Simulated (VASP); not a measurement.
# V2MoS6 (P-31m) in VASP: single point with PBE

Aim: the single point of V2MoS6 with PBE.

Program: VASP 6.6.1. These are calculated values, not measurements. Logs are shortened: lines on timing, memory, paths and dates and some standing lists are left out, and cuts for length are marked.

## Step 1: The cell of the first run

The structure is trigonal, space group P-31m (No. 162). The conventional cell has a = 5.911 Å, b = 5.911 Å, c = 6.193 Å, α = 90.00°, β = 90.00°, γ = 120.00°. Within 3.5 Å of V (site symmetry 32) lie 6 S at 2.47 Å and 3 V at 3.41 Å and 3 Mo at 3.41 Å. Within 3.5 Å of Mo (site symmetry -3m) lie 6 S at 2.47 Å and 6 V at 3.41 Å. Within 3.6 Å of S (site symmetry m) lie 2 V at 2.47 Å and 1 Mo at 2.47 Å and 9 S at 3.41 to 3.56 Å.

## Step 2: Single point, PBE, collinear spin, ferrimagnetic start

Input file INCAR:

```
PREC = Accurate
ENCUT = 520
EDIFF = 1E-7
ISMEAR = 0
SIGMA = 0.1
LREAL = False
LASPH = True
NELM = 150
ALGO = Normal
ISIF = 2
LWAVE = False
LCHARG = False
ISPIN = 2
MAGMOM = -2 -2 1 0 0 0 0 0 0
LORBIT = 11
LMAXMIX = 4
GGA = PE
NBANDS = 52
```

Input file KPOINTS:

```
Automatic mesh
0
Gamma
  3 3 4
```

Input file POSCAR:

```
V2MoS6
1.0
    5.9109155700      0.0000000000      0.0000000000
   -2.9554577900      5.1190030400      0.0000000000
    0.0000000000      0.0000000000      6.1925630100
V Mo S
2 1 6
Direct
    0.3333333300      0.6666666700      0.0000000000
    0.6666666700      0.3333333300      0.0000000000
    0.0000000000      0.0000000000      0.0000000000
    0.6666666700      0.0000000000      0.7606233400
    0.3333333300      0.3333333300      0.7606233400
    0.0000000000      0.6666666700      0.7606233400
    0.3333333300      0.0000000000      0.2393766600
    0.0000000000      0.3333333300      0.2393766600
    0.6666666700      0.6666666700      0.2393766600
```

Potentials or basis: VASP PAW PBE potentials, release 64 (V_sv, Mo_sv, S).

Command:

```
$ cat potpaw_PBE.64/V_sv/POTCAR potpaw_PBE.64/Mo_sv/POTCAR potpaw_PBE.64/S/POTCAR > POTCAR
$ mpirun -np 1 vasp_std > vasp.out
```

OUTCAR:

```text
PREC = Accurate
   ENCUT = 520
   EDIFF = 1E-7
   ISMEAR = 0
   LREAL = False
   LASPH = True
   NELM = 150
   ISIF = 2
   ISPIN = 2
   LORBIT = 11
   GGA = PE

 ion  position               nearest neighbor table
   1  0.333  0.667  0.000-   7 2.47   6 2.47   4 2.47   8 2.47   5 2.47   9 2.47
   2  0.667  0.333  0.000-   4 2.47   8 2.47   7 2.47   6 2.47   9 2.47   5 2.47
   3  0.000  0.000  0.000-   5 2.47   9 2.47   8 2.47   6 2.47   4 2.47   7 2.47
   4  0.667  0.000  0.761-   2 2.47   3 2.47   1 2.47
   5  0.333  0.333  0.761-   3 2.47   1 2.47   2 2.47
   6  0.000  0.667  0.761-   3 2.47   1 2.47   2 2.47
   7  0.333  0.000  0.239-   1 2.47   3 2.47   2 2.47
   8  0.000  0.333  0.239-   3 2.47   2 2.47   1 2.47
   9  0.667  0.667  0.239-   3 2.47   2 2.47   1 2.47

  LATTYP: Found a hexagonal cell.
 ALAT       =     5.9109155700
 C/A-ratio  =     1.0476486995

  Lattice vectors:

 A1 = (   5.9109155700,   0.0000000000,   0.0000000000)
 A2 = (  -2.9554577900,   5.1190030400,   0.0000000000)
 A3 = (   0.0000000000,   0.0000000000,   6.1925630100)

Analysis of symmetry for initial positions (statically):
=====================================================================
 Subroutine PRICEL returns:
 Original cell was already a primitive cell.

 Routine SETGRP: Setting up the symmetry group for a
 hexagonal supercell.

 Subroutine GETGRP returns: Found 12 space group operations
 (whereof 12 operations were pure point group operations)
 out of a pool of 24 trial point group operations.

The static configuration has the point symmetry D_3d.

Analysis of symmetry for dynamics (positions and initial velocities):
=====================================================================
 Subroutine PRICEL returns:
 Original cell was already a primitive cell.

 Routine SETGRP: Setting up the symmetry group for a
 hexagonal supercell.

 Subroutine GETGRP returns: Found 12 space group operations
 (whereof 12 operations were pure point group operations)
 out of a pool of 24 trial point group operations.

The dynamic configuration has the point symmetry D_3d.

Analysis of structural, dynamic, and magnetic symmetry:
=====================================================================
 Subroutine PRICEL returns:
 Original cell was already a primitive cell.

 Routine SETGRP: Setting up the symmetry group for a
 hexagonal supercell.

 Subroutine GETGRP returns: Found 12 space group operations
 (whereof 12 operations were pure point group operations)
 out of a pool of 24 trial point group operations.

The overall configuration has the point symmetry D_3d.

 Subroutine INISYM returns: Found 12 space group operations
 (whereof 12 operations are pure point group operations),
 and found     1 'primitive' translations

----------------------------------------------------------------------------------------

                                     Primitive cell

  volume of cell :     187.3745

  direct lattice vectors                    reciprocal lattice vectors
     5.910915570  0.000000000  0.000000000     0.169178529  0.097675269  0.000000000
    -2.955457790  5.119003040  0.000000000     0.000000000  0.195350538  0.000000000
     0.000000000  0.000000000  6.192563010     0.000000000  0.000000000  0.161484025

  length of vectors
     5.910915570  5.910915570  6.192563010     0.195350538  0.195350538  0.161484025

  position of ions in fractional coordinates (direct lattice)
     0.333333330  0.666666670  0.000000000
     0.666666670  0.333333330  0.000000000
     0.000000000  0.000000000  0.000000000
     0.666666670  0.000000000  0.760623340
     0.333333330  0.333333330  0.760623340
     0.000000000  0.666666670  0.760623340
     0.333333330  0.000000000  0.239376660
     0.000000000  0.333333330  0.239376660
     0.666666670  0.666666670  0.239376660

  ion indices of the primitive-cell ions
   primitive index   ion index
                 1           1
                 2           2
                 3           3
                 4           4
                 5           5
                 6           6
[... 48 lines left out ...]
   NGX,Y,Z   is equivalent  to a cutoff of  13.50, 13.50, 12.89 a.u.
   NGXF,Y,Z  is equivalent  to a cutoff of  27.00, 27.00, 25.77 a.u.
 SYSTEM =  unknown system
   PREC   = accura    normal or accurate (medium, high low for compatibility)
   ISTART =      0    job   : 0-new  1-cont  2-samecut
   ICHARG =      2    charge: 1-file 2-atom 10-const
   ISPIN  =      2    spin polarized calculation?
   LNONCOLLINEAR =      F non collinear calculations
   LSORBIT =      F    spin-orbit coupling
   LASPH  =      T    aspherical Exc in radial PAW
   ENCUT  =  520.0 eV  38.22 Ry    6.18 a.u.  10.99 10.99 11.51*2*pi/ulx,y,z
   NELM   =    150;   NELMIN=  2; NELMDL= -5     # of ELM steps
   EDIFF  = 0.1E-06   stopping-criterion for ELM
   LREAL  =      F    real-space projection
   EDIFFG = 0.1E-05   stopping-criterion for IOM
   NSW    =      0    number of steps for IOM
   IBRION =     -1    ionic relax: 0-MD 1-quasi-New 2-CG
   NFREE  =      0    steps in history (QN), initial steepest desc. (CG)
   ISIF   =      2    stress and relaxation
   ISYM   =      2    0-nonsym 1-usesym 2-fastsym
   POTIM  = 0.5000    time-step for ionic-motion
   TEBEG  =    0.0;   TEEND  =   0.0 temperature during run
   PSTRESS=    0.0 pullay stress
   NELECT =      76.0000    total number of electrons
   NUPDOWN=      -1.0000    fix difference up-down
   EMIN   =  10.00;   EMAX   =-10.00  energy-range for DOS
   EFERMI =   0.00;   METHOD = LEGACY
   ISMEAR =     0;   SIGMA  =   0.10  broadening in eV -4-tet -1-fermi 0-gaus
   EFERMI_NEDOS =   21; number of points for ismear=-14 and -15
   IALGO  =     38    algorithm
   IMIX   =      4    mixing-type and parameters
     AMIX     =   0.40;   BMIX     =  1.00
     AMIX_MAG =   1.60;   BMIX_MAG =  1.00
  volume/ion in A,a.u.               =      20.82       140.50
  Fermi-wavevector in a.u.,A,eV,Ry     =   1.211832  2.290031 19.980664  1.468537
  Thomas-Fermi vector in A             =   2.347335
   LORBIT       =     11    0 simple, 1 ext, 2 COOP (PROOUT), +10 PAW based schemes
   GGA     = PE    functional components
   LHFCALC =     F    Hartree Fock is set to
   AEXX    =    0.0000 exact exchange contribution
   IVDW    =     0    specifies the selected vdW correction
   LEPSILON=     F    determine dielectric tensor
   LRPA    =     F    only Hartree local field effects (RPA)
 spin polarized calculation
 Gauss-broadening in eV      SIGMA  =   0.10
  energy-cutoff  :      520.00
  volume of cell :      187.37
 maximum number of plane-waves:      5055
 NGX is ok and might be reduce to    48
   NGX = 21   NGY = 21   NGZ = 23

 number of electron      75.9999996 magnetization      -0.0187282

 number of electron      75.9999998 magnetization       0.4631689

 Free energy of the ion-electron system (eV)
  ---------------------------------------------------
  ext. energy  EPLUGINS =         0.00000000
  ---------------------------------------------------
  free energy    TOTEN  =       -59.73200211 eV

  energy without entropy =      -59.69638935  energy(sigma->0) =      -59.71419573

 E-fermi :   4.6915     XC(G=0):  -9.7558

 val. band max:        4.6724454401   @ k =   0.3333   0.0000   0.0000
 cond. band min:       4.7116111254   @ k =   0.3333   0.0000   0.2500
 fundamental gap:      0.0391656853
 Fermi energy:         4.6914871545

 spin component 1

 k-point     1 :       0.0000    0.0000    0.0000
  band No.  band energies     occupation
      1     -60.4034      1.00000
      2     -60.3994      1.00000
      3     -57.0759      1.00000
      4     -34.2995      1.00000
      5     -34.2995      1.00000
      6     -34.2709      1.00000
[... 519 lines left out ...]
     49       7.1164      0.00000
     50       7.9961      0.00000
 Fermi energy:         4.6914871545

 spin component 2

 k-point     1 :       0.0000    0.0000    0.0000
  band No.  band energies     occupation
      1     -60.3035      1.00000
      2     -60.2995      1.00000
      3     -56.9044      1.00000
      4     -34.2062      1.00000
      5     -34.2062      1.00000
      6     -34.1774      1.00000
[... 519 lines left out ...]
     49       7.1556      0.00000
     50       8.0583      0.00000
 [bands above 50 left out]

------------------------ aborting loop because EDIFF is reached ----------------------------------------

  FORCE on cell =-STRESS in cart. coord.  units (eV):
  Direction    XX          YY          ZZ          XY          YZ          ZX
  --------------------------------------------------------------------------------------
  -------------------------------------------------------------------------------------
  Total      -13.1123250    -13.1123250     -7.4145289      0.0000000      0.0000000     -0.0000000
  in kB     -112.1191273   -112.1191271    -63.3991692      0.0000001      0.0000000     -0.0000000
  external PRESSURE =     -95.8791412 kB  Pullay stress =       0.0000000 kB

 VOLUME and BASIS-vectors are now :
 -----------------------------------------------------------------------------
  energy-cutoff  :      520.00
  volume of cell :      187.37
      direct lattice vectors                 reciprocal lattice vectors
     5.910915570  0.000000000  0.000000000     0.169178529  0.097675269  0.000000000
    -2.955457790  5.119003040  0.000000000     0.000000000  0.195350538  0.000000000
     0.000000000  0.000000000  6.192563010     0.000000000  0.000000000  0.161484025

 POSITION                                       TOTAL-FORCE (eV/Angst)
 -----------------------------------------------------------------------------------
     -0.00000      3.41267      0.00000        -0.000000     -0.000000     -0.000000
      2.95546      1.70633      0.00000        -0.000000     -0.000000     -0.000000
      0.00000      0.00000      0.00000        -0.000000     -0.000000     -0.000000
      3.94061      0.00000      4.71021        -0.327090     -0.000000      0.870629
      0.98515      1.70633      4.71021         0.163545      0.283268      0.870629
     -1.97031      3.41267      4.71021         0.163545     -0.283268      0.870629
      1.97031      0.00000      1.48236         0.327090     -0.000000     -0.870629
     -0.98515      1.70633      1.48236        -0.163545      0.283268     -0.870629
      1.97031      3.41267      1.48236        -0.163545     -0.283268     -0.870629
 -----------------------------------------------------------------------------------
    total drift:                               -0.000000      0.000000     -0.000000

  FREE ENERGIE OF THE ION-ELECTRON SYSTEM (eV)
  ---------------------------------------------------
  free  energy   TOTEN  =       -59.7320021081 eV

  energy  without entropy=      -59.6963893508  energy(sigma->0) =      -59.71419573

 total charge

# of ion       s       p       d       tot
------------------------------------------
    1        2.224   6.184   2.881  11.289
    2        2.224   6.184   2.881  11.289
    3        2.286   6.187   3.699  12.172
    4        1.362   2.299   0.000   3.661
    5        1.362   2.299   0.000   3.661
    6        1.362   2.299   0.000   3.661
    7        1.362   2.299   0.000   3.661
    8        1.362   2.299   0.000   3.661
    9        1.362   2.299   0.000   3.661
--------------------------------------------------
tot         14.907  32.346   9.462  56.715

 magnetization (x)

# of ion       s       p       d       tot
------------------------------------------
    1        0.003   0.001   0.096   0.099
    2        0.003   0.001   0.096   0.099
    3        0.004   0.003   0.249   0.256
    4        0.000  -0.007   0.000  -0.007
    5        0.000  -0.007   0.000  -0.007
    6        0.000  -0.007   0.000  -0.007
    7        0.000  -0.007   0.000  -0.007
    8        0.000  -0.007   0.000  -0.007
    9        0.000  -0.007   0.000  -0.007
--------------------------------------------------
tot          0.011  -0.037   0.441   0.416
```

Wall time 7.1 min (1 thread of AMD EPYC 7R13 (Zen 3), shared host); peak memory 0.46 GiB.

What came out:

| Property | Result |
| --- | --- |
| Free energy | -59.7320 eV |
| Pressure | -9.6 GPa |
| Largest force | 0.930 eV/Å |
| Net moment | 0.46 μB per cell |
| Site moments | V +0.10; Mo +0.26; S -0.01 μB |
| Valence electrons inside the program's atomic spheres | V 11.29; Mo 12.17; S 3.66 |

Forces in eV/Å, atoms in the order of the input:
```
V    0.000  0.000  0.000
V    0.000  0.000  0.000
Mo   0.000  0.000  0.000
S   -0.327  0.000  0.871
S    0.164  0.283  0.871
S    0.164 -0.283  0.871
S    0.327  0.000 -0.871
S   -0.164  0.283 -0.871
S   -0.164 -0.283 -0.871
```

Levels at points of the mesh, in eV from the Fermi level:
Spin up:
```csv
k point,band 34,band 35,band 36,band 37,band 38,band 39,band 40,band 41,band 42,band 43
"(0.00, 0.00, 0.00)",-0.79,-0.38,-0.38,-0.09,-0.09,-0.02,0.41,0.44,0.75,0.75
"(0.00, 0.00, 0.50)",-2.45,-0.39,-0.39,-0.16,-0.16,0.36,0.45,0.54,0.56,0.56
```
Spin down:
```tsv
k point	band 35	band 36	band 37	band 38	band 39	band 40	band 41	band 42
(0.00, 0.00, 0.00)	-0.24	-0.24	-0.10	-0.10	0.14	0.54	0.57	0.84
(0.00, 0.00, 0.50)	-0.25	-0.25	-0.18	-0.18	0.54	0.56	0.65	0.65
```

Caveat: the k points lie up to 0.41 Å⁻¹ apart; this functional lacks dispersion, which binds the layers, so the pressure and a relaxed spacing across them are unreliable.
